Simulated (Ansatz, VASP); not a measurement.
## One calculation of AgCl, two programs

```xyz
2
Lattice="0.0000 2.7731 2.7731 2.7731 0.0000 2.7731 2.7731 2.7731 0.0000" Properties=species:S:1:pos:R:3 pbc="T T T"
Ag    2.7731    2.7731    2.7482
Cl    0.0000    0.0000    0.0000
```

Change from the starting cell: all Ag atoms moved +0.025 Å, as atom 1 towards its neighbour atom 2 (Cl) at 2.773 Å.

Alike in both runs: task single point; functional r2SCAN; k mesh 8 × 8 × 8; occupations gaussian, width 0.05 eV; no spin polarisation.

|  | VASP | Ansatz |
| --- | --- | --- |
| version | VASP 6.6.1 | Ansatz 0.2.0 |
| potentials or method | VASP PAW PBE potentials, release 64 (Ag, Cl), cutoff 520 eV | scalar-relativistic, plane waves, PAW |
| valence electrons in the cell | 18 | 26 |

```csv
,VASP,Ansatz,Ansatz less VASP
gap on the k mesh at the Fermi level (eV),1.42,1.48,+0.053
least direct gap on the mesh (eV),3.69,3.74,+0.045
pressure (GPa),-0.1,0.0,+0.08
rms of the force components (eV/Å),0.019,0.019,+0.0002
```

VASP's potentials were made for PBE, not for r2SCAN. Atom by atom the forces differ by 0.000 eV/Å (rms over components). The functional is the same, so the differences come from potentials, cutoffs and numerics. VASP's potentials hold 18 valence electrons a cell and Ansatz's 26, so a difference there can come from the potentials and not from the codes.
